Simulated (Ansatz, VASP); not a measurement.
**Two plane-wave programs on GaN**

```
Ga N
1.0
     0.00000    2.24894    2.21520
     2.24894    0.00000    2.21520
     2.24894    2.24894    0.00000
Ga N
1 1
Direct
  0.00000 0.00000 0.00000
  0.75000 0.75000 0.75000
```

Change from the starting cell: strain -0.0150 x Voigt [0, 0, 1, 0, 0, 0], atoms carried along.

Alike in both runs: task single point; functional r2SCAN; k mesh 10 × 10 × 10; occupations gaussian, width 0.05 eV; no spin polarisation.

|  | VASP | Ansatz |
| --- | --- | --- |
| version | VASP 6.6.1 | Ansatz 0.2.0 |
| potentials or method | VASP PAW PBE potentials, release 64 (Ga_d, N_h), cutoff 910 eV | scalar-relativistic, plane waves, PAW |
| valence electrons in the cell | 18 | 18 |

|  | VASP | Ansatz | Ansatz less VASP |
| --- | --- | --- | --- |
| gap on the k mesh at the Fermi level (eV) | 2.21 | 2.22 | +0.012 |
| least direct gap on the mesh (eV) | 2.21 | 2.22 | +0.012 |

VASP's potentials were made for PBE, not for r2SCAN.

Noted on VASP's run: the cutoff is short for stress, so the pressure is rough.
